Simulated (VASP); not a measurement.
Set up this calculation in VASP 6.6.1, as the native input.

- Task: single point
- Functional: PBEsol
- Potentials or basis: VASP PAW PBE potentials, release 64 (Sb)
- Cutoff: 520 eV
- k mesh: 12 × 12 × 7
- Occupations: fermi-dirac, width 0.05 eV
- Spin: no spin polarisation
- Dipole correction: no
- Further INCAR settings: ALGO = Normal; EDIFF = 1e-06; NBANDS = 12

The structure of Sb lies in POSCAR:

```
Sb
1.0
    3.3690001795     -0.0168450009     -0.0168450009
   -1.6990882885      2.9260622412     -0.0061656983
   -0.0266500000     -0.0266500000      5.3300000000
Sb
2
Direct
    0.3333333333      0.6666666667      0.2500000000
    0.6666666667      0.3333333333      0.7500000000
```

This cell differs from its parent crystal: equal xy, yz and zx shear strains of -1 %.

These files were run (other wordings do the same):

INCAR

```
SYSTEM = Sb
PREC = Accurate
ENCUT = 520
EDIFF = 1E-6
ISMEAR = -1
SIGMA = 0.05
LREAL = .False.
LASPH = .True.
NELM = 60
ALGO = Normal
ISIF = 2
LWAVE = .False.
LCHARG = .False.
GGA = PS
NBANDS = 12
```

KPOINTS

```
Automatic mesh
0
Gamma
  12 12 7
  0 0 0
```

Potentials or basis: VASP PAW PBE potentials, release 64 (Sb).

Launch:

```bash
$ cat potpaw_PBE.64/Sb/POTCAR > POTCAR
$ mpirun -np 1 vasp_std > vasp.out
```

Results of the run:

```yaml
Pressure: -0.2 GPa
Largest_force: 0.016 eV/Å
Band_gap_on_the_k_mesh: zero (bands 5 and 6 overlap by 6.90 eV)
```

Caveat: the cell differs from its parent crystal (equal xy, yz and zx shear strains of -1 %); the PAW data sets were made with another functional, which shifts forces and pressure a little; spin-orbit coupling is left out, which moves the levels of the heavy elements.

Wall time 4.7 min on 1 thread of Intel Xeon 8259CL, on a shared host, peak memory 0.39 GiB.
